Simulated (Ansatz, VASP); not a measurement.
**Two plane-wave programs on WC**

File INCAR:

```
SYSTEM = WC
PREC = Accurate ; ENCUT = 520
EDIFF = 1E-7 ; ISMEAR = 0
SIGMA = 0.15 ; LREAL = .False.
LASPH = .True. ; NELM = 80
ALGO = Normal ; ISIF = 2
LWAVE = .False. ; LCHARG = .False.
GGA = PS ; NBANDS = 16
```

The input KPOINTS:

```
regular mesh
0
Gamma
  18 18 16
  0 0 0
```

POSCAR

```
WC
1.0
    2.9005014360      0.0000000000      0.0000000000
   -1.4502507180      2.5119079273      0.0000000000
    0.0000000000      0.0000000000      2.8290000000
W C
1 1
Direct
    0.0000000000      0.0000000000      0.0000000000
    0.6666666667      0.3333333333      0.4823259102
```

Input for Ansatz:

```yaml
crystal:
  lattice:
    - [2.900501436, 0.0, 0.0]
    - [-1.450250718, 2.5119079273, 0.0]
    - [0.0, 0.0, 2.829]
  atoms:
    - { symbol: W, position: [0.0, 0.0, 0.0] }
    - { symbol: C, position: [0.6666666667, 0.3333333333, 0.4823259102] }
basis:
  ecutwfc: 420
kpoints:
  mp_grid: { grid: [18, 18, 16] }
hamiltonian:
  xc: pbesol
scf:
  occupations: { method: gaussian, width: 0.15 }
output:
  forces: true
  stress: true
  eigenvalues: true
  write_density: true
  write_potential: true
  elf: true
  volumetric_format: npy
```

Change from the starting cell: all C atoms moved +0.050 Å, as atom 2 towards its neighbour atom 2 (C) at 2.829 Å.

Alike in both runs: task single point; functional PBEsol; k mesh 18 × 18 × 16; occupations gaussian, width 0.15 eV; no spin polarisation.

```csv
,VASP,Ansatz
version,VASP 6.6.1,Ansatz 0.2.0
potentials or method,"VASP PAW PBE potentials, release 64 (W_sv, C), cutoff 520 eV","scalar-relativistic, plane waves, PAW"
valence electrons in the cell,18,18
```

Ansatz gave:

| Quantity | Value |
| --- | --- |
| gap on the k mesh at the Fermi level (eV) | none |
| pressure (GPa) | -0.2 |
| traceless stress, the component that is largest in VASP (GPa) | 0.19 |
| rms of the force components (eV/Å) | 0.417 |

Problem. Which values does VASP return?

Solution. gap on the k mesh at the Fermi level (eV): none; pressure (GPa): 1.1; traceless stress, the component that is largest in VASP (GPa): 0.41; rms of the force components (eV/Å): 0.421.

VASP's potentials were made for PBE, not for PBEsol. Atom by atom the forces differ by 0.004 eV/Å (rms over components). A gap of «none» marks a metal or a gap that the smearing closes.

Neither program's run includes spin-orbit coupling.
